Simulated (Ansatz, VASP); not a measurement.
# AlC: VASP beside Ansatz

The input INCAR:

```
ALGO     = Normal         # electronic algorithm
EDIFF    = 1E-6           # SCF threshold, eV
EDIFFG   = -0.04          # ionic threshold
ENCUT    = 600            # plane-wave cutoff, eV
GGA      = PE             # functional
IBRION   = 2              # ionic algorithm
ISIF     = 3              # what is computed and relaxed
ISMEAR   = 0              # smearing method
LASPH    = T              # aspherical terms in the spheres
LCHARG   = F              # write CHGCAR
LREAL    = F              # projectors in reciprocal space
LWAVE    = F              # write WAVECAR
NELM     = 80             # most SCF steps
NSW      = 90             # ionic steps
PREC     = Accurate       # precision mode
SIGMA    = 0.1            # smearing width, eV
```

File KPOINTS:

```
k-points
0
Gamma
  6 6 6
```

POSCAR

```
AlC
1.0
    1.5191330311     -2.6803988623      0.0000000000
    1.5191330311      2.6803988623      0.0000000000
    0.0000000000      0.0000000000      2.7299709474
Al C
1 1
Direct
    0.5000000000      0.5000000000      0.0000000000
    0.0000000000      0.0000000000      0.5000000000
```

Input for Ansatz:

```yaml
crystal:
  lattice:
    - [1.5191330311, -2.6803988623, 0.0]
    - [1.5191330311, 2.6803988623, 0.0]
    - [0.0, 0.0, 2.7299709474]
  atoms:
    - { symbol: Al, position: [0.5, 0.5, 0.0] }
    - { symbol: C, position: [0.0, 0.0, 0.5] }
basis:
  ecutwfc: 420
kpoints:
  mp_grid: { grid: [6, 6, 6] }
hamiltonian:
  xc: pbe
scf:
  occupations: { method: gaussian, width: 0.1 }
  lower_state_search: "off"
output:
  forces: true
  stress: true
  eigenvalues: true
relax:
  adjacent_minimum: "off"
  f_tol: 0.04
  max_steps: 70
  cell: { stress_tol: 0.4 }
```

Alike in both runs: task relaxation of cell and atoms; functional PBE; k mesh 6 × 6 × 6; occupations gaussian, width 0.1 eV; no spin polarisation.

|  | VASP | Ansatz |
| --- | --- | --- |
| version | VASP 6.6.1 | Ansatz 0.2.0 |
| potentials or method | VASP PAW PBE potentials, release 64 (Al, C), cutoff 600 eV | scalar-relativistic, plane waves, PAW |
| valence electrons in the cell | 7 | 7 |

```tsv
	VASP	Ansatz	Ansatz less VASP
gap on the k mesh at the Fermi level, each at its own relaxed structure (eV)	none	none	-
relaxed volume (Å³/atom)	11.04	11.00	-0.042
relaxed cell length with the largest relative difference (Å)	3.065	3.055	-0.0097
```

A gap of «none» marks a metal or a gap that the smearing closes.

The k mesh is coarse, so the values compare programs but aren't converged.
